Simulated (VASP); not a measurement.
Here is a VASP 6.6.1 calculation.

Contents of INCAR:

```
PREC = Accurate ; ENCUT = 520
EDIFF = 1E-7 ; ISMEAR = 0
SIGMA = 0.05 ; LREAL = F
LASPH = T ; NELM = 150
ALGO = Normal ; ISIF = 2
LWAVE = F ; LCHARG = T
ISPIN = 2 ; MAGMOM = 0 0 0.05
LORBIT = 11 ; LMAXMIX = 4
GGA = CA ; LELF = T
LVHAR = T ; NBANDS = 20
```

File KPOINTS:

```
Automatic mesh
0
Gamma
  8 8 8
```

Contents of POSCAR:

```
Si2Ni
1.0
    0.0000000000      2.7066371893      2.7066371893
    2.7066371893      0.0000000000      2.7066371893
    2.7066371893      2.7066371893      0.0000000000
Si Ni
2 1
Direct
    0.2500000000      0.2500000000      0.2500000000
    0.7500000000      0.7500000000      0.7500000000
    0.0000000000      0.0000000000      0.0000000000
```

Potentials or basis: VASP PAW LDA potentials, release 64 (Si, Ni).

The run is started by

```console
$ cat potpaw_LDA.64/Si/POTCAR potpaw_LDA.64/Ni/POTCAR > POTCAR
$ mpirun -np 1 vasp_std > vasp.out
```

Problem. Estimate the pressure.

Solution. -5.3 GPa.

Problem. What does it give for the net moment?

Solution. 0.00 μB per cell.

Problem. Predict the band gap on the k mesh.

Solution. Zero (filled and empty bands overlap).

Caveat: the cell stands under tension.
